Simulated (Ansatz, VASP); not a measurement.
# Pt: VASP beside Ansatz

The input INCAR:

```
SYSTEM = Pt
PREC = Accurate
ENCUT = 520
EDIFF = 1E-7
ISMEAR = 0
SIGMA = 0.15
LREAL = .FALSE.
LASPH = .TRUE.
NELM = 60
ALGO = Fast
ISIF = 2
LWAVE = .FALSE.
LCHARG = .FALSE.
NBANDS = 11
```

Contents of KPOINTS:

```
Automatic mesh
0
G
  20 20 20
  0 0 0
```

POSCAR

```
Pt
1.0
    0.0000000000      1.9468328700      1.9468328700
    2.0003707739      0.0000000000      1.9468328700
    2.0003707739      1.9468328700      0.0000000000
Pt
1
Direct
    0.0000000000      0.0000000000      0.0000000000
```

Input for Ansatz:

```yaml
crystal:
  lattice:
    - [0.0, 1.94683287, 1.94683287]
    - [2.0003707739, 0.0, 1.94683287]
    - [2.0003707739, 1.94683287, 0.0]
  atoms:
    - { symbol: Pt, position: [0.0, 0.0, 0.0] }
basis:
  ecutwfc: 420
kpoints:
  mp_grid: { grid: [20, 20, 20] }
hamiltonian:
  xc: lda
scf:
  occupations: { method: gaussian, width: 0.15 }
output:
  forces: true
  stress: true
  eigenvalues: true
```

Change from the starting cell: normal strain along x +0.0275, normal strain along z +0.0000.

Alike in both runs: task single point; functional LDA; k mesh 20 × 20 × 20; occupations gaussian, width 0.15 eV; no spin polarisation.

```csv
,VASP,Ansatz
version,VASP 6.6.1,Ansatz 0.2.0
potentials or method,"VASP PAW LDA potentials, release 64 (Pt), cutoff 520 eV","scalar-relativistic, plane waves, PAW"
valence electrons in the cell,10,18
```

Ansatz gave:

* gap on the k mesh at the Fermi level (eV): none
* pressure (GPa): -7.5
* traceless stress, the component that is largest in VASP (GPa): -1.96

Question: What did VASP give for the same quantities?

Answer: gap on the k mesh at the Fermi level (eV): none; pressure (GPa): -6.8; traceless stress, the component that is largest in VASP (GPa): -1.97.

LDA's correlation is that of Perdew and Zunger in VASP and of Perdew and Wang (1992) in Ansatz. A gap of «none» marks a metal or a gap that the smearing closes. VASP's potentials hold 10 valence electrons a cell and Ansatz's 18, so a difference there can come from the potentials and not from the codes.

Spin-orbit coupling is off throughout.
